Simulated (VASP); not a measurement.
Set up this calculation in VASP 6.6.1, as the native input.

| Property | Result |
| --- | --- |
| Task | single point |
| Functional | PBE |
| Potentials or basis | VASP PAW PBE potentials, release 64 (Hf_pv) |
| Cutoff | 520 eV |
| k mesh | 12 × 12 × 12 |
| Occupations | fermi-dirac, width 0.1 eV |
| Spin | no spin polarisation |
| Dipole correction | no |
| Further INCAR settings | ALGO = Normal; EDIFF = 1e-06; NBANDS = 17 |

The structure of Hf lies in POSCAR:

```
Hf
1.0
    0.0000000000      2.4115609420      2.4115609420
    2.4115609420      0.0000000000      2.4115609420
    2.4115609420      2.4115609420      0.0000000000
Hf
2
Direct
   -0.1250000000     -0.1250000000     -0.1250000000
    0.1250000000      0.1250000000      0.1250000000
```

This cell differs from its parent crystal: volume scaled by 0.4.

The input as run:

INCAR

```
SYSTEM = Hf
PREC = Accurate ; ENCUT = 520
EDIFF = 1E-6 ; ISMEAR = -1
SIGMA = 0.1 ; LREAL = .FALSE.
LASPH = .TRUE. ; NELM = 100
ALGO = Normal ; ISIF = 2
LWAVE = .FALSE. ; LCHARG = .FALSE.
GGA = PE ; NBANDS = 17
```

KPOINTS

```
Automatic mesh
0
G
  12 12 12
  0 0 0
```

Potentials or basis: VASP PAW PBE potentials, release 64 (Hf_pv).

Launch:

```sh
$ cat potpaw_PBE.64/Hf_pv/POTCAR > POTCAR
$ mpirun -np 1 vasp_std > vasp.out
```

It gave:

```json
{"Pressure": "175.6 GPa", "Band gap on the k mesh": "zero (band 10 reaches 9.36 eV, above the bottom of band 11 at 7.18 eV)"}
```

Caveat: spin-orbit coupling is left out, which moves the levels of the heavy elements.

Wall time 58 s on 1 thread of AMD EPYC 7R13, on a shared host, peak memory 0.14 GiB.
